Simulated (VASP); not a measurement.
Here is a VASP 6.6.1 calculation.

File INCAR:

```
PREC = Accurate
ENCUT = 600
EDIFF = 1E-7
ISMEAR = -1
SIGMA = 0.1
LREAL = F
LASPH = T
NELM = 100
ALGO = Normal
ISIF = 3
LWAVE = F
LCHARG = F
GGA = PE
IBRION = 2
NSW = 60
EDIFFG = -0.005
PSTRESS = 380.0
```

The input KPOINTS:

```
Automatic mesh
0
Gamma
  17 17 16
```

POSCAR

```
Ti
1.0
    2.5843540769      0.0000000000      0.0000000000
   -1.2921770385      2.2381162830      0.0000000000
    0.0000000000      0.0000000000      2.4292928323
Ti
1
Direct
    0.0000000000      0.0000000000      0.0000000000
```

Potentials or basis: VASP PAW PBE potentials, release 64 (Ti_sv).

Run with:

```console
$ cat potpaw_PBE.64/Ti_sv/POTCAR > POTCAR
$ mpirun -np 1 vasp_std > vasp.out
```

Task: Predict the space group after relaxing (to 0.1 Å).

Result: P6/mmm (No. 191).

Task: Estimate the relaxed cell.

Result: a = 2.521 Å, b = 2.521 Å, c = 2.476 Å, α = 90.00°, β = 90.00°, γ = 120.00°.

Task: Estimate the relaxed volume.

Result: 13.63 Å³/atom.

Stress tensor (GPa, compression positive):
```
37.97  0.00  0.00
 0.00 37.97  0.00
 0.00  0.00 38.05
```

Caveat: the cell is relaxed towards a set pressure, so the run minimises the enthalpy, not the energy.
